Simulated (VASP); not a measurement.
Wanted: the native input for a VASP 6.6.1 run.

| Property | Result |
| --- | --- |
| Task | single point |
| Functional | PBE |
| Potentials or basis | VASP PAW PBE potentials, release 64 (As, B) |
| Cutoff | 520 eV |
| k mesh | 9 × 9 × 1 |
| Occupations | fermi-dirac, width 0.3 eV |
| Spin | no spin polarisation |
| Dipole correction | yes |
| Further INCAR settings | ALGO = Normal; EDIFF = 1e-06; NBANDS = 26 |

The structure of BAs lies in POSCAR:

```
BAs
1.0
    3.4003508765      0.0000000000      0.0000000000
   -1.7001754383      2.9447902409      0.0000000000
    0.0000000000      0.0000000000     24.0232183101
As B
4 4
Direct
    0.0000000000      0.0000000000      0.3121979704
    0.3333333333      0.6666666667      0.4277684502
    0.6666666667      0.3333333333      0.5433389299
    0.0000000000      0.0000000000      0.6589094096
    0.3333333333      0.6666666667      0.3410905904
    0.6666666667      0.3333333333      0.4566610701
    0.0000000000      0.0000000000      0.5722315498
    0.3333333333      0.6666666667      0.6878020296
```

These files were run (other wordings do the same):

INCAR

```
SYSTEM = BAs
  ALGO = Normal
  DIPOL = 0.5 0.5 0.500
  EDIFF = 1E-6
  ENCUT = 520
  GGA = PE
  IDIPOL = 3
  ISIF = 2
  ISMEAR = -1
  LASPH = .TRUE.
  LCHARG = .FALSE.
  LDIPOL = .TRUE.
  LREAL = .FALSE.
  LWAVE = .FALSE.
  NBANDS = 26
  NELM = 100
  PREC = Accurate
  SIGMA = 0.3
```

KPOINTS

```
k-points
0
G
  9 9 1
  0 0 0
```

Potentials or basis: VASP PAW PBE potentials, release 64 (As, B).

Launch:

```bash
$ cat potpaw_PBE.64/As/POTCAR potpaw_PBE.64/B/POTCAR > POTCAR
$ mpirun -np 1 vasp_std > vasp.out
```

It gave:

```
Largest force : 2.088 eV/Å
```

It took 2.7 min on 1 thread of Intel(R) Xeon(R) Platinum 8259CL CPU @ 2.50GHz (Skylake/Cascade Lake), on a shared host, peak memory 0.38 GiB.
